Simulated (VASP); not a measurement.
Input of a VASP 6.6.1 run:

The input POSCAR:

```
BN
1.0
    2.4982400000      0.0000000000      0.0000000000
   -1.2491200000      2.1635400000      0.0000000000
    0.0000000000      0.0000000000      6.6357000000
B N
2 2
Direct
    0.3333333333      0.6666666667      0.2500000000
    0.6666666667      0.3333333333      0.7500000000
    0.3333333333      0.6666666667      0.7500000000
    0.6666666667      0.3333333333      0.2500000000
```

Contents of INCAR.step1:

```
PREC = Accurate
ENCUT = 520
EDIFF = 1E-5
ISMEAR = 0
SIGMA = 0.01
LREAL = F
LASPH = T
NELM = 100
ALGO = Normal
ISIF = 2
LWAVE = T
LCHARG = F
GGA = PE
NBANDS = 16
```

Contents of INCAR.step2:

```
PREC = Accurate
ENCUT = 520
EDIFF = 1E-6
ISMEAR = 0
SIGMA = 0.01
LREAL = F
LASPH = T
NELM = 100
ALGO = Normal
ISIF = 2
LWAVE = F
LCHARG = F
GGA = B3
LHFCALC = T
AEXX = 0.2
AGGAX = 0.72
AGGAC = 0.81
ALDAC = 0.19
PRECFOCK = Normal
ISTART = 1
NBANDS = 16
```

The input KPOINTS:

```
Automatic mesh
0
Gamma
  5 5 2
```

Potentials or basis: VASP PAW PBE potentials, release 64 (B, N).

The run is started by

```console
$ cat potpaw_PBE.64/B/POTCAR potpaw_PBE.64/N/POTCAR > POTCAR
$ cp INCAR.step1 INCAR
$ mpirun -np 1 vasp_std > vasp.out
$ cp INCAR.step2 INCAR
$ mpirun -np 1 vasp_std > vasp.out
```

Predict the band gap on the k mesh.

6.49 eV.

Predict the pressure.

2.1 GPa.

Stress tensor (GPa, compression positive):
```
1.34 0.00 0.00
0.00 1.34 0.00
0.00 0.00 3.66
```

Caveat: the k points lie up to 0.58 Å⁻¹ apart; the PAW data sets were made with another functional, which shifts forces and pressure a little; an odd mesh through Γ misses points on the zone boundary, where band edges can lie; this functional lacks dispersion, which binds the layers, so the pressure and a relaxed spacing across them are unreliable.
